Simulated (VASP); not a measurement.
Here is a VASP 6.6.1 calculation.

File INCAR:

```
SYSTEM = H3C49F
ALGO = Normal ; DIPOL = 0.5 0.5 0.450
EDIFF = 1E-6 ; ENCUT = 520
GGA = PE ; IDIPOL = 3
ISIF = 2 ; ISMEAR = 0
IVDW = 12 ; LASPH = .True.
LCHARG = .True. ; LDIPOL = .True.
LELF = .True. ; LREAL = Auto
LVACPOTAV = .True. ; LVHAR = .True.
LWAVE = .False. ; NBANDS = 135
NELM = 100 ; PREC = Accurate
SIGMA = 0.05
```

Contents of KPOINTS:

```
k-points
0
Gamma
  3 2 1
  0 0 0
```

File POSCAR:

```
H3C49F
1.0
    5.0301999808      0.0000000000      0.0000000000
    0.0000000000      7.1137770343      0.0000000000
    0.0000000000      0.0000000000     26.0390499760
C F H
49 1 3
Direct
    0.2500000000      0.5000000000      0.3072308708
    0.2500000000      0.0000000000      0.3072308708
    0.7500000000      0.5000000000      0.3072308708
    0.7500000000      0.0000000000      0.3072308708
    0.5000000000      0.6250000000      0.3072308708
    0.5000000000      0.1250000000      0.3072308708
    0.0000000000      0.6250000000      0.3072308708
    0.0000000000      0.1250000000      0.3072308708
    0.5000000000      0.7500000000      0.3555256434
    0.5000000000      0.2500000000      0.3555256434
    0.0000000000      0.7500000000      0.3555256434
    0.0000000000      0.2500000000      0.3555256434
    0.7500000000      0.8750000000      0.3555256434
    0.7500000000      0.3750000000      0.3555256434
    0.2500000000      0.8750000000      0.3555256434
    0.2500000000      0.3750000000      0.3555256434
    0.7500000000      0.0000000000      0.4038204159
    0.7500000000      0.5000000000      0.4038204159
    0.2500000000      0.0000000000      0.4038204159
    0.2500000000      0.5000000000      0.4038204159
    0.0000000000      0.1250000000      0.4038204159
    0.0000000000      0.6250000000      0.4038204159
    0.5000000000      0.1250000000      0.4038204159
    0.5000000000      0.6250000000      0.4038204159
    0.0000065115      0.2505039656      0.4518603014
   -0.0000059980      0.7506141776      0.4518731045
    0.5000146927      0.2505263031      0.4518623077
    0.4999735028      0.7505771848      0.4518688201
    0.2499881226      0.3744027013      0.4518685765
    0.2499995494      0.8744856412      0.4518799316
    0.7500085962      0.3744042058      0.4518473614
    0.7499809690      0.8744640432      0.4518747139
    0.2499247799      0.5046004727      0.5016683951
    0.2500263883      0.0045307898      0.5016900226
    0.7499896354      0.5046362023      0.5016603368
    0.7500197118      0.0044666025      0.5016662930
    0.4999482399      0.6203898812      0.5016538271
    0.5000410478      0.1202880453      0.5016841736
   -0.0000068749      0.6204167227      0.5016658609
   -0.0000148927      0.1203082959      0.5016804412
    0.4999778922      0.7645735589      0.5425436241
    0.4999845929      0.2647025307      0.5425487289
    0.0000452770      0.7647040684      0.5425379519
   -0.0000139794      0.2645989013      0.5425707981
    0.7500149810      0.8603783300      0.5427359451
    0.7499114005      0.3602756473      0.5424817436
    0.2501019841      0.8603493965      0.5427102423
    0.2498503176      0.3602617625      0.5425691979
    0.6409226060      0.1184887532      0.6668797350
    0.8365497061      0.2580517428      0.6702460045
    0.6762779334      0.0353787793      0.6318942199
    0.6554010225      0.0276499391      0.7008738414
    0.4445379288      0.1857527048      0.6651141742
```

Potentials or basis: VASP PAW PBE potentials, release 64 (C, F, H).

Launch:

```sh
$ cat potpaw_PBE.64/C/POTCAR potpaw_PBE.64/F/POTCAR potpaw_PBE.64/H/POTCAR > POTCAR
$ mpirun -np 1 vasp_std > vasp.out
```

Question: Predict the dispersion energy per atom.

Answer: -0.145 eV.

Question: Predict the band gap on the k mesh.

Answer: Zero (bands 103 and 104 overlap by 0.11 eV).

Question: What does it give for the largest force?

Answer: 4.680 eV/Å.

Forces in eV/Å, atoms in the order of the input:
```
C   -0.001  4.567  1.002
C   -0.012  4.564  0.998
C    0.000  4.567  1.000
C   -0.012  4.566  1.006
C    0.001 -4.571  1.006
C    0.010 -4.563  1.005
C    0.003 -4.569  1.003
C    0.011 -4.564  1.004
C   -0.002  1.020 -1.112
C    0.003  1.023 -1.115
C    0.003  1.023 -1.110
C   -0.001  1.022 -1.113
C   -0.001 -1.023 -1.122
C    0.000 -1.020 -1.121
C   -0.003 -1.026 -1.111
C    0.001 -1.020 -1.121
C   -0.001  0.478  0.100
C    0.000  0.477  0.099
C    0.000  0.476  0.096
C   -0.001  0.476  0.101
C    0.001 -0.476  0.105
C    0.001 -0.471  0.112
C    0.000 -0.478  0.109
C   -0.002 -0.471  0.110
C   -0.001 -0.002  0.016
C    0.000  0.000  0.014
C    0.000  0.001  0.014
C    0.000  0.000  0.012
C    0.001  0.000  0.003
C   -0.001 -0.003  0.001
C    0.000 -0.001  0.003
C    0.001 -0.002  0.002
C    0.002  0.004 -0.017
C    0.001  0.000 -0.019
C   -0.003  0.004 -0.015
C    0.000  0.002 -0.019
C   -0.001 -0.009 -0.022
C    0.002 -0.004 -0.027
C    0.001 -0.008 -0.024
C   -0.001 -0.006 -0.032
C    0.001 -0.011  0.028
C   -0.003 -0.006  0.030
C    0.000 -0.010  0.029
C   -0.002 -0.010  0.035
C    0.001  0.012  0.020
C    0.001  0.015  0.015
C   -0.002  0.012  0.018
C    0.003  0.014  0.016
C   -0.218 -0.210 -0.030
F    0.214  0.205  0.016
H    0.000  0.000 -0.009
H    0.002 -0.003  0.012
H    0.003  0.009  0.001
```

Caveat: the k points lie up to 0.44 Å⁻¹ apart.
